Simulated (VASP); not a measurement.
# Nb (Im-3m) in VASP: a series of runs

The runs below take Nb through single point, relaxation of cell and atoms, with PBEsol.

Program: VASP 6.6.1. These are calculated values, not measurements. Logs are shortened: lines on timing, memory, paths and dates and some standing lists are left out, and cuts for length are marked.

### 1 The cell of the first run

Symmetry: Im-3m, No. 229, cubic system. The conventional cell has a = 3.328 Å, b = 3.328 Å, c = 3.328 Å, α = 90.00°, β = 90.00°, γ = 90.00°. Within 3.8 Å of Nb (site symmetry m-3m) lie 14 Nb at 2.88 to 3.33 Å.

### 2 Single point, PBEsol

Contents of INCAR:

```
ALGO = Normal
EDIFF = 1E-7
ENCUT = 520
GGA = PS
ISIF = 2
ISMEAR = 0
LASPH = T
LCHARG = F
LREAL = F
LWAVE = F
NBANDS = 12
NELM = 60
PREC = Accurate
SIGMA = 0.1
```

Contents of KPOINTS:

```
k-points
0
Gamma
  8 8 8
```

Contents of POSCAR:

```
Nb
1.0
   -1.6639500000      1.6639500000      1.6639500000
    1.6639500000     -1.6639500000      1.6639500000
    1.6639500000      1.6639500000     -1.6639500000
Nb
1
Direct
    0.0000000000      0.0000000000      0.0000000000
```

Potentials or basis: VASP PAW PBE potentials, release 64 (Nb_sv).

Started as:

```bash
$ cat potpaw_PBE.64/Nb_sv/POTCAR > POTCAR
$ mpirun -np 1 vasp_std > vasp.out
```

OUTCAR:

```text
EDIFF = 1E-7
   ENCUT = 520
   GGA = PS
   ISIF = 2
   ISMEAR = 0
   LASPH = T
   LREAL = F
   NELM = 60
   PREC = Accurate

 ion  position               nearest neighbor table
   1  0.000  0.000  0.000-

  LATTYP: Found a body centered cubic cell.
 ALAT       =     3.3279000000

  Lattice vectors:

 A1 = (  -1.6639500000,   1.6639500000,   1.6639500000)
 A2 = (   1.6639500000,  -1.6639500000,   1.6639500000)
 A3 = (   1.6639500000,   1.6639500000,  -1.6639500000)

Analysis of symmetry for initial positions (statically):
=====================================================================
 Subroutine PRICEL returns:
 Original cell was already a primitive cell.

 Routine SETGRP: Setting up the symmetry group for a
 body centered cubic supercell.

 Subroutine GETGRP returns: Found 48 space group operations
 (whereof 48 operations were pure point group operations)
 out of a pool of 48 trial point group operations.

The static configuration has the point symmetry O_h .

Analysis of symmetry for dynamics (positions and initial velocities):
=====================================================================
 Subroutine PRICEL returns:
 Original cell was already a primitive cell.

 Routine SETGRP: Setting up the symmetry group for a
 body centered cubic supercell.

 Subroutine GETGRP returns: Found 48 space group operations
 (whereof 48 operations were pure point group operations)
 out of a pool of 48 trial point group operations.

The dynamic configuration has the point symmetry O_h .

 Subroutine INISYM returns: Found 48 space group operations
 (whereof 48 operations are pure point group operations),
 and found     1 'primitive' translations

----------------------------------------------------------------------------------------

                                     Primitive cell

  volume of cell :      18.4281

  direct lattice vectors                    reciprocal lattice vectors
    -1.663950000  1.663950000  1.663950000     0.000000000  0.300489798  0.300489798
     1.663950000 -1.663950000  1.663950000     0.300489798  0.000000000  0.300489798
     1.663950000  1.663950000 -1.663950000     0.300489798  0.300489798  0.000000000

  length of vectors
     2.882045941  2.882045941  2.882045941     0.424956748  0.424956748  0.424956748

  position of ions in fractional coordinates (direct lattice)
     0.000000000  0.000000000  0.000000000

  ion indices of the primitive-cell ions
   primitive index   ion index
                 1           1

----------------------------------------------------------------------------------------

 KPOINTS: k-points

Automatic generation of k-mesh.
 Grid dimensions read from file:
 generate k-points for:    8    8    8

 Generating k-lattice:

  Cartesian coordinates                     Fractional coordinates (reciprocal lattice)
     0.000000000  0.037561225  0.037561225     0.125000000  0.000000000  0.000000000
     0.037561225  0.000000000  0.037561225     0.000000000  0.125000000  0.000000000
     0.037561225  0.037561225  0.000000000     0.000000000  0.000000000  0.125000000

  Length of vectors
     0.053119594  0.053119594  0.053119594

  Shift w.r.t. Gamma in fractional coordinates (k-lattice)
     0.000000000  0.000000000  0.000000000

 Subroutine IBZKPT returns following result:
 ===========================================

 Found     29 irreducible k-points:

 Following reciprocal coordinates:
            Coordinates               Weight
  0.000000  0.000000  0.000000      1.000000
  0.125000  0.000000  0.000000     12.000000
  0.250000  0.000000  0.000000     12.000000
  0.375000  0.000000  0.000000     12.000000
  0.500000  0.000000  0.000000      6.000000
  0.125000  0.125000  0.000000     24.000000
[... 16 lines left out ...]
 -0.250000  0.250000  0.250000      6.000000
 -0.375000  0.375000  0.250000     24.000000
 [... further k-points ...]
   k-points           NKPTS =     29   k-points in BZ     NKDIM =     29   number of bands    NBANDS=     12
   number of dos      NEDOS =    301   number of ions     NIONS =      1
   total plane-waves  NPLWV =  13824
   dimension x,y,z NGX =    24 NGY =   24 NGZ =   24
   dimension x,y,z NGXF=    48 NGYF=   48 NGZF=   48
   ions per type =               1
   NGX,Y,Z   is equivalent  to a cutoff of  13.84, 13.84, 13.84 a.u.
   NGXF,Y,Z  is equivalent  to a cutoff of  27.69, 27.69, 27.69 a.u.
 SYSTEM =  unknown system
   PREC   = accura    normal or accurate (medium, high low for compatibility)
   ISTART =      0    job   : 0-new  1-cont  2-samecut
   ICHARG =      2    charge: 1-file 2-atom 10-const
   ISPIN  =      1    spin polarized calculation?
   LNONCOLLINEAR =      F non collinear calculations
   LSORBIT =      F    spin-orbit coupling
   LASPH  =      T    aspherical Exc in radial PAW
   ENCUT  =  520.0 eV  38.22 Ry    6.18 a.u.   5.36  5.36  5.36*2*pi/ulx,y,z
   NELM   =     60;   NELMIN=  2; NELMDL= -5     # of ELM steps
   EDIFF  = 0.1E-06   stopping-criterion for ELM
   LREAL  =      F    real-space projection
   EDIFFG = 0.1E-05   stopping-criterion for IOM
   NSW    =      0    number of steps for IOM
   IBRION =     -1    ionic relax: 0-MD 1-quasi-New 2-CG
   NFREE  =      0    steps in history (QN), initial steepest desc. (CG)
   ISIF   =      2    stress and relaxation
   ISYM   =      2    0-nonsym 1-usesym 2-fastsym
   POTIM  = 0.5000    time-step for ionic-motion
   TEBEG  =    0.0;   TEEND  =   0.0 temperature during run
   PSTRESS=    0.0 pullay stress
   NELECT =      13.0000    total number of electrons
   NUPDOWN=      -1.0000    fix difference up-down
   EMIN   =  10.00;   EMAX   =-10.00  energy-range for DOS
   EFERMI =   0.00;   METHOD = LEGACY
   ISMEAR =     0;   SIGMA  =   0.10  broadening in eV -4-tet -1-fermi 0-gaus
   EFERMI_NEDOS =   21; number of points for ismear=-14 and -15
   IALGO  =     38    algorithm
   IMIX   =      4    mixing-type and parameters
     AMIX     =   0.40;   BMIX     =  1.00
     AMIX_MAG =   1.60;   BMIX_MAG =  1.00
  volume/ion in A,a.u.               =      18.43       124.36
  Fermi-wavevector in a.u.,A,eV,Ry     =   1.457345  2.753983 28.896790  2.123854
  Thomas-Fermi vector in A             =   2.574157
   LORBIT       =      0    0 simple, 1 ext, 2 COOP (PROOUT), +10 PAW based schemes
   GGA     = PS    functional components
   LHFCALC =     F    Hartree Fock is set to
   AEXX    =    0.0000 exact exchange contribution
   IVDW    =     0    specifies the selected vdW correction
   LEPSILON=     F    determine dielectric tensor
   LRPA    =     F    only Hartree local field effects (RPA)
 non-spin polarized calculation
 Gauss-broadening in eV      SIGMA  =   0.10
  energy-cutoff  :      520.00
  volume of cell :       18.43
 maximum number of plane-waves:       531
 NGX is ok and might be reduce to    24
   NGX = 11   NGY = 11   NGZ = 11

 number of electron      12.9999999 magnetization

 Free energy of the ion-electron system (eV)
  ---------------------------------------------------
  ext. energy  EPLUGINS =         0.00000000
  ---------------------------------------------------
  free energy    TOTEN  =       -10.95700090 eV

  energy without entropy =      -10.95043041  energy(sigma->0) =      -10.95371566

 E-fermi :  10.5886     XC(G=0): -12.5148

 val. band max:       10.5348539096   @ k =  -0.2500   0.2500   0.1250
 cond. band min:      10.6159249146   @ k =   0.2500   0.0000   0.0000
 fundamental gap:      0.0810710050
 Fermi energy:        10.5886460373

 k-point     1 :       0.0000    0.0000    0.0000
  band No.  band energies     occupation
      1     -43.5997      2.00000
      2     -18.9607      2.00000
      3     -18.9607      2.00000
      4     -18.9607      2.00000
      5       4.7974      2.00000
      6      11.0838      0.00000
      7      11.0838      0.00000
      8      11.0838      0.00000
      9      13.9204      0.00000
     10      13.9204      0.00000
     11      24.8778      0.00000
     12      24.8778      0.00000

 k-point     2 :       0.1250    0.0000    0.0000
  band No.  band energies     occupation
      1     -43.5672      2.00000
      2     -19.1595      2.00000
      3     -19.0216      2.00000
      4     -18.9622      2.00000
      5       5.4030      2.00000
      6      10.7260      0.05215
      7      10.9602      0.00000
      8      11.6781      0.00000
      9      13.4845      0.00000
     10      13.9324      0.00000
     11      25.2967      0.00000
     12      25.9387      0.00000

 k-point     3 :       0.2500    0.0000    0.0000
  band No.  band energies     occupation
      1     -43.4881      2.00000
      2     -19.6204      2.00000
      3     -19.1659      2.00000
      4     -18.9661      2.00000
      5       6.7193      2.00000
      6       9.9808      2.00000
      7      10.6159      0.69966
      8      13.3407      0.00000
      9      13.4180      0.00000
     10      14.0695      0.00000
     11      24.9615      0.00000
     12      26.4026      0.00000
[... 286 lines left out ...]
 k-point    23 :      -0.2500    0.2500    0.2500
  band No.  band energies     occupation
      1     -43.3926      2.00000
      2     -19.6459      2.00000
      3     -19.3895      2.00000
      4     -19.3895      2.00000
      5       8.1992      2.00000
      6       9.6998      2.00000
      7      11.6642      0.00000
      8      11.6642      0.00000
      9      13.1846      0.00000
     10      15.3015      0.00000
     11      25.1751      0.00000
     12      28.5867      0.00000

 k-point    24 :      -0.3750    0.3750    0.2500
  band No.  band energies     occupation
      1     -43.3241      2.00000
      2     -19.9054      2.00000
      3     -19.5421      2.00000
      4     -19.4282      2.00000
      5       8.3969      2.00000
      6       8.9039      2.00000
      7      11.6656      0.00000
      8      12.3969      0.00000
      9      15.0884      0.00000
     10      16.3546      0.00000
     11      24.2041      0.00000
     12      26.0163      0.00000

 [... further k-points ...]

------------------------ aborting loop because EDIFF is reached ----------------------------------------

  FORCE on cell =-STRESS in cart. coord.  units (eV):
  Direction    XX          YY          ZZ          XY          YZ          ZX
  --------------------------------------------------------------------------------------
  -------------------------------------------------------------------------------------
  Total       -0.9677078     -0.9677078     -0.9677078      0.0000000     -0.0000000      0.0000000
  in kB      -84.1344794    -84.1344794    -84.1344794      0.0000000     -0.0000000      0.0000000
  external PRESSURE =     -84.1344794 kB  Pullay stress =       0.0000000 kB

 VOLUME and BASIS-vectors are now :
 -----------------------------------------------------------------------------
  energy-cutoff  :      520.00
  volume of cell :       18.43
      direct lattice vectors                 reciprocal lattice vectors
    -1.663950000  1.663950000  1.663950000     0.000000000  0.300489798  0.300489798
     1.663950000 -1.663950000  1.663950000     0.300489798  0.000000000  0.300489798
     1.663950000  1.663950000 -1.663950000     0.300489798  0.300489798  0.000000000

 POSITION                                       TOTAL-FORCE (eV/Angst)
 -----------------------------------------------------------------------------------
      0.00000      0.00000      0.00000         0.000000      0.000000      0.000000
 -----------------------------------------------------------------------------------
    total drift:                                0.000000      0.000000      0.000000

  FREE ENERGIE OF THE ION-ELECTRON SYSTEM (eV)
  ---------------------------------------------------
  free  energy   TOTEN  =       -10.9570009030 eV

  energy  without entropy=      -10.9504304142  energy(sigma->0) =      -10.95371566
```

Wall time 3 s (1 thread of Intel Xeon 6975P-C (Granite Rapids), shared host); peak memory 0.13 GiB.

What came out:

- Free energy: -10.9570 eV
- Pressure: -8.4 GPa

Caveat: the PAW data sets were made with another functional, which shifts forces and pressure a little.

### 3 Single point, PBEsol

This run uses another cell than the first one, of 17.57 Å³/atom, 0.954 times its volume.

Contents of INCAR:

```
SYSTEM = Nb
  ALGO = Normal
  EDIFF = 1E-6
  ENCUT = 520
  GGA = PS
  ISIF = 2
  ISMEAR = 0
  LASPH = .True.
  LCHARG = .False.
  LREAL = .False.
  LWAVE = .False.
  NBANDS = 12
  NELM = 80
  PREC = Accurate
  SIGMA = 0.1
```

Contents of KPOINTS:

```
k-points
0
Gamma
  8 8 8
  0 0 0
```

Contents of POSCAR:

```
Nb
1.0
   -1.6377937004      1.6377937004      1.6377937004
    1.6377937004     -1.6377937004      1.6377937004
    1.6377937004      1.6377937004     -1.6377937004
Nb
1
Direct
    0.0000000000      0.0000000000      0.0000000000
```

Potentials or basis: VASP PAW PBE potentials, release 64 (Nb_sv).

Started as:

```bash
$ cat potpaw_PBE.64/Nb_sv/POTCAR > POTCAR
$ mpirun -np 1 vasp_std > vasp.out
```

Run time: 2.9 s. Hardware: 1 thread of Intel Xeon 6975P-C (Granite Rapids), shared host; peak memory 0.14 GiB.

It converged, with:

| Quantity | Value |
| --- | --- |
| Free energy | -10.9802 eV |
| Pressure | -0.3 GPa |

Levels at points of the mesh, in eV from the Fermi level:
```
           k point  band 3  band 4  band 5  band 6  band 7  band 8  band 9  band 10
(0.00, 0.00, 0.00)  -29.38  -29.38   -5.87    0.49    0.49    0.49    3.48     3.48
(0.50, 0.00, 0.00)  -29.84  -29.40   -3.70   -1.61    2.55    3.53    4.24     6.74
(0.50, 0.50, 0.50)  -30.39  -30.39   -3.74   -3.74    5.94    5.94    5.94     9.40
```

Caveat: the PAW data sets were made with another functional, which shifts forces and pressure a little.

(Continued in part 2 of 2.)
